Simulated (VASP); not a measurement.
Input of a VASP 6.6.1 run:

File INCAR:

```
SYSTEM = Si4HC4
PREC = Accurate ; ENCUT = 520
EDIFF = 1E-6 ; ISMEAR = 0
SIGMA = 0.05 ; LREAL = .FALSE.
LASPH = .TRUE. ; NELM = 200
ALGO = Normal ; ISIF = 2
LWAVE = .FALSE. ; LCHARG = .FALSE.
ISPIN = 2 ; MAGMOM = 0 0 0 0 0 0 0 0 1
LORBIT = 11 ; LDIPOL = .TRUE.
IDIPOL = 3 ; DIPOL = 0.5 0.5 0.330
GGA = PE ; NBANDS = 30
GGA_COMPAT = .FALSE. ; NELMDL = -8
```

Contents of KPOINTS:

```
Automatic mesh
0
G
  9 6 1
  0 0 0
```

The input POSCAR:

```
Si4HC4
1.0
    3.0967389835      0.0000000000      0.0000000000
    0.0000000000      4.3794502696      0.0000000000
    0.0000000000      0.0000000000     20.1332068295
Si C H
4 4 1
Direct
    0.5000000000      0.5000000000      0.1986767450
    0.0000000000      0.0000000000      0.2755829977
    0.5000000000      0.4971400051      0.3554907352
    0.0000000000      0.9498903695      0.4168952500
    0.0000000000      0.2500000000      0.1986767450
    0.5000000000      0.7500000000      0.2755829977
    0.0000000000      0.2559423864      0.3541649037
    0.5000000000      0.7547379437      0.4288043580
    0.6666666667      1.2547379437      0.4626338538
```

Potentials or basis: VASP PAW PBE potentials, release 64 (Si, C, H).

Launch:

```console
$ cat potpaw_PBE.64/Si/POTCAR potpaw_PBE.64/C/POTCAR potpaw_PBE.64/H/POTCAR > POTCAR
$ mpirun -np 1 vasp_std > vasp.out
```

**Question.** Predict the site moments.

**Answer.** Si +0.02, +0.01 (each value once); C -0.01, +0.01, +0.04, +0.15; H +0.10 μB.

**Question.** Estimate the largest force.

**Answer.** 3.148 eV/Å.

**Question.** What does it give for the net moment?

**Answer.** 0.67 μB per cell.

Forces on the atoms (eV/Å):
```
Si   0.054 -2.678  1.653
Si   0.043  0.485 -1.089
Si  -0.121 -0.511 -0.230
Si  -0.864  2.108  2.133
C   -0.086  1.824 -0.358
C    0.035  0.574 -0.152
C    0.315 -0.343 -1.358
C   -0.359 -1.433 -0.594
H    0.982 -0.026 -0.004
```
